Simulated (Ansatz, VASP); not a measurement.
**Two plane-wave programs on SiC**

The input INCAR:

```
ALGO = Normal
EDIFF = 1E-7
ENCUT = 520
GGA = PE
ISIF = 2
ISMEAR = 0
LASPH = True
LCHARG = True
LELF = True
LREAL = False
LVHAR = True
LWAVE = False
NBANDS = 11
NELM = 60
PREC = Accurate
SIGMA = 0.05
```

KPOINTS

```
k-points
0
Gamma
  18 18 18
```

The input POSCAR:

```
SiC
1.0
    0.0000000000      2.1898433566      2.1898433566
    2.1898433566      0.0000000000      2.1898433566
    2.1898433566      2.1898433566      0.0000000000
Si C
1 1
Direct
    0.0000000000      0.0000000000      0.0000000000
    0.2500000000      0.2500000000      0.2500000000
```

Input for Ansatz:

```yaml
crystal:
  lattice:
    - [0.0, 2.1898433566, 2.1898433566]
    - [2.1898433566, 0.0, 2.1898433566]
    - [2.1898433566, 2.1898433566, 0.0]
  atoms:
    - { symbol: Si, position: [0.0, 0.0, 0.0] }
    - { symbol: C, position: [0.25, 0.25, 0.25] }
basis:
  ecutwfc: 420
  ecutrho_ratio: 4
kpoints:
  mp_grid: { grid: [18, 18, 18] }
hamiltonian:
  xc: pbe
scf:
  occupations: { method: gaussian, width: 0.05 }
output:
  forces: true
  stress: true
  eigenvalues: true
```

Alike in both runs: task single point; functional PBE; k mesh 18 × 18 × 18; occupations gaussian, width 0.05 eV; no spin polarisation.

|  | VASP | Ansatz |
| --- | --- | --- |
| version | VASP 6.6.1 | Ansatz 0.2.0 |
| potentials or method | VASP PAW PBE potentials, release 64 (Si, C), cutoff 520 eV | scalar-relativistic, plane waves, PAW |
| valence electrons in the cell | 8 | 8 |

|  | VASP | Ansatz | Ansatz less VASP |
| --- | --- | --- | --- |
| gap on the k mesh at the Fermi level (eV) | 1.37 | 1.37 | +0.002 |
| least direct gap on the mesh (eV) | 4.53 | 4.53 | +0.003 |
| pressure (GPa) | 0.0 | 0.0 | +0.05 |
